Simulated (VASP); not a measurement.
Write the native input for VASP 6.6.1 that does the following.

| Property | Result |
| --- | --- |
| Task | single point |
| Functional | PBE |
| Potentials or basis | VASP PAW PBE potentials, release 64 (Sb) |
| Cutoff | 520 eV |
| k mesh | 12 × 12 × 12 |
| Occupations | fermi-dirac, width 0.05 eV |
| Spin | no spin polarisation |
| Dipole correction | no |
| Further INCAR settings | ALGO = Normal; EDIFF = 1e-06; NBANDS = 8 |

The structure of Sb lies in POSCAR:

```
Sb
1.0
    0.0000000000      2.3050000000      2.2358500000
    2.3050000000      0.0000000000      2.2358500000
    2.3050000000      2.3050000000      0.0000000000
Sb
1
Direct
    0.0000000000      0.0000000000      0.0000000000
```

This cell differs from its parent crystal: zz strain of -3 %.

These files were run (other wordings do the same):

INCAR

```
ALGO = Normal
EDIFF = 1E-6
ENCUT = 520
GGA = PE
ISIF = 2
ISMEAR = -1
LASPH = T
LCHARG = F
LREAL = F
LWAVE = F
NBANDS = 8
NELM = 80
PREC = Accurate
SIGMA = 0.05
```

KPOINTS

```
k-points
0
Gamma
  12 12 12
```

Potentials or basis: VASP PAW PBE potentials, release 64 (Sb).

Launch:

```console
$ cat potpaw_PBE.64/Sb/POTCAR > POTCAR
$ mpirun -np 1 vasp_std > vasp.out
```

Results of the run:

```
Pressure : 11.8 GPa
```

Caveat: the cell differs from its parent crystal (zz strain of -3 %).

Run time: 8.3 s on 1 thread of Intel(R) Xeon(R) Platinum 8488C (Sapphire Rapids), on a shared host, peak memory 0.16 GiB.
